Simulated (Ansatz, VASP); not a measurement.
One calculation of SrO, two programs

File INCAR:

```
SYSTEM = SrO
PREC = Accurate
ENCUT = 600
EDIFF = 1E-6
ISMEAR = 1
SIGMA = 0.071
LREAL = .False.
LASPH = .True.
NELM = 120
ALGO = Normal
ISIF = 2
LWAVE = .False.
LCHARG = .False.
GGA = PE
NBANDS = 15
GGA_COMPAT = .False.
```

File KPOINTS:

```
regular mesh
0
Gamma
  6 6 6
  0 0 0
```

File POSCAR:

```
SrO
1.0
    0.0000000000      2.5837846888      2.5837846888
    2.5837846888      0.0000000000      2.5837846888
    2.5837846888      2.5837846888      0.0000000000
Sr O
1 1
Direct
    0.5000000000      0.5000000000      0.5000000000
    0.0000000000      0.0000000000      0.0000000000
```

Input for Ansatz:

```yaml
crystal:
  lattice:
    - [0.0, 2.5837846888, 2.5837846888]
    - [2.5837846888, 0.0, 2.5837846888]
    - [2.5837846888, 2.5837846888, 0.0]
  atoms:
    - { symbol: Sr, position: [0.5, 0.5, 0.5] }
    - { symbol: O, position: [0.0, 0.0, 0.0] }
basis: {}
kpoints:
  mp_grid: { grid: [6, 6, 6] }
hamiltonian:
  xc: pbe
scf:
  occupations: { method: cold, width: 0.071 }
output:
  forces: true
  stress: true
  eigenvalues: true
  bader: true
```

Alike in both runs: task single point; functional PBE; k mesh 6 × 6 × 6; no spin polarisation.

|  | VASP | Ansatz |
| --- | --- | --- |
| version | VASP 6.6.1 | Ansatz 0.2.0 |
| potentials or method | VASP PAW PBE potentials, release 64 (Sr_sv, O) | scalar-relativistic, plane waves, PAW |
| plane-wave cutoff (eV) | 600 | 420 |
| occupations | methfessel-paxton of order 1, width 0.071 eV | cold, width 0.071 eV |
| valence electrons in the cell | 16 | 16 |

```csv
,VASP,Ansatz,Ansatz less VASP
gap on the k mesh at the Fermi level (eV),3.27,3.32,+0.046
least direct gap on the mesh (eV),3.37,3.41,+0.036
pressure (GPa),1.8,1.4,-0.46
```
